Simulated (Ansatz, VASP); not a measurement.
Sr: VASP beside Ansatz

```xyz
3
Lattice="8.0284 0.0000 0.0000 -4.0142 6.9528 0.0000 0.0000 0.0000 3.9098" Properties=species:S:1:pos:R:3 pbc="T T T"
Sr   -2.0071    3.4764    1.9549
Sr    4.0142    0.0000    1.9549
Sr    2.0071    3.4764    1.9549
```

Alike in both runs: functional PBE; k mesh 9 × 9 × 12; occupations gaussian, width 0.1 eV; no spin polarisation.

Ansatz relaxed the structure, and its values are those at the end. VASP's run is a single point on that final structure, the one shown.

|  | VASP | Ansatz |
| --- | --- | --- |
| version | VASP 6.6.1 | Ansatz 0.2.0 |
| potentials or method | VASP PAW PBE potentials, release 64 (Sr_sv), cutoff 520 eV | scalar-relativistic, plane waves, PAW |
| valence electrons in the cell | 30 | 30 |

```csv
,VASP,Ansatz,Ansatz less VASP
gap on the k mesh at the Fermi level (eV),none,none,-
pressure (GPa),0.0,0.0,0.00
```

A gap of «none» marks a metal or a gap that the smearing closes. With one functional, cell and mesh, what is left measures potentials, basis and numerics.
